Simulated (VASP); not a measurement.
Ge2Sb2Te5, 9 atoms in the cell. It takes space group P-3m1 (No. 164, trigonal). The conventional cell has a = 4.294 Å, b = 4.294 Å, c = 17.596 Å, α = 90.00°, β = 90.00°, γ = 120.00°. Te (site symmetry -3m) has 6 Ge at 3.02 Å within 4.0 Å. Te (site symmetry 3m) has 3 Ge at 3.00 Å and 3 Sb at 3.21 Å within 4.0 Å. Te (site symmetry 3m) has 3 Sb at 3.01 Å within 4.0 Å. Ge (site symmetry 3m) has 6 Te at 3.00 to 3.02 Å within 4.0 Å. Within 4.0 Å of Sb (site symmetry 3m) lie 6 Te at 3.01 to 3.21 Å. 

```yaml
Program: VASP 6.6.1
Task: single point
Functional: PBE
Potentials_or_basis: VASP PAW PBE potentials, release 64 (Te, Ge_d, Sb)
Cutoff: 500 eV
k_mesh: 10 × 10 × 2
Occupations: gaussian, width 0.02 eV
Spin: no spin polarisation
Dipole_correction: no
Further_INCAR_settings: ALGO = Normal; EDIFF = 1e-06; NBANDS = 44
```

Potentials or basis: VASP PAW PBE potentials, release 64 (Te, Ge_d, Sb).

Launch:

```sh
$ cat potpaw_PBE.64/Te/POTCAR potpaw_PBE.64/Ge_d/POTCAR potpaw_PBE.64/Sb/POTCAR > POTCAR
$ mpirun -np 1 vasp_std > vasp.out
```

Hardware: 1 thread of Intel Xeon 8259CL, on a shared host.

Problem. How long does it take, and how much memory?

Solution. Wall time 16 min on 1 thread of Intel Xeon 8259CL, on a shared host, peak memory 0.54 GiB. Counts: scf iterations 26, k points 28.
